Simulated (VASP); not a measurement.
A run of VASP 6.6.1 is set up as follows.

The input INCAR:

```
  PREC = Accurate
  ENCUT = 520
  EDIFF = 1E-6
  ISMEAR = 0
  SIGMA = 0.02
  LREAL = Auto
  LASPH = True
  NELM = 100
  ALGO = Normal
  ISIF = 2
  LWAVE = False
  LCHARG = True
  GGA = PE
  LELF = True
  LVHAR = True
  NBANDS = 54
```

KPOINTS

```
regular mesh
0
Gamma
  4 4 6
```

POSCAR

```
ScAl3N4
1.0
    6.3109441305      0.0000000000      0.0000000000
    0.0000000000      5.4499264662      0.0000000000
    0.0000000000      0.0000000000      4.7129369438
Sc Al N
2 6 8
Direct
    0.0000000000      0.8368038693      0.9801380730
    0.5000000000      0.1631961307      0.4801380730
    0.0000000000      0.1771719732      0.4987391597
    0.5000000000      0.8228280268     -0.0012608403
    0.2510547786      0.3369149846     -0.0023682423
    0.7510547786      0.6630850154      0.4976317577
    0.2489452214      0.6630850154      0.4976317577
    0.7489452214      0.3369149846     -0.0023682423
    0.0000000000      0.1970590377      0.8893580210
    0.0000000000      0.8412330411      0.4260093379
    0.2336935778      0.3437903468      0.3877459464
    0.7663064222      0.3437903468      0.3877459464
    0.5000000000      0.8029409623      0.3893580210
    0.5000000000      0.1587669589      0.9260093379
    0.7336935778      0.6562096532      0.8877459464
    0.2663064222      0.6562096532      0.8877459464
```

Potentials or basis: VASP PAW PBE potentials, release 64 (Sc_sv, Al, N).

The run is started by

```console
$ cat potpaw_PBE.64/Sc_sv/POTCAR potpaw_PBE.64/Al/POTCAR potpaw_PBE.64/N/POTCAR > POTCAR
$ mpirun -np 1 vasp_std > vasp.out
```

(1) Predict the band gap on the k mesh.

(2) What does it give for the largest force?

Results:

(1) 3.43 eV (least direct gap 3.46 eV).

(2) 0.079 eV/Å.
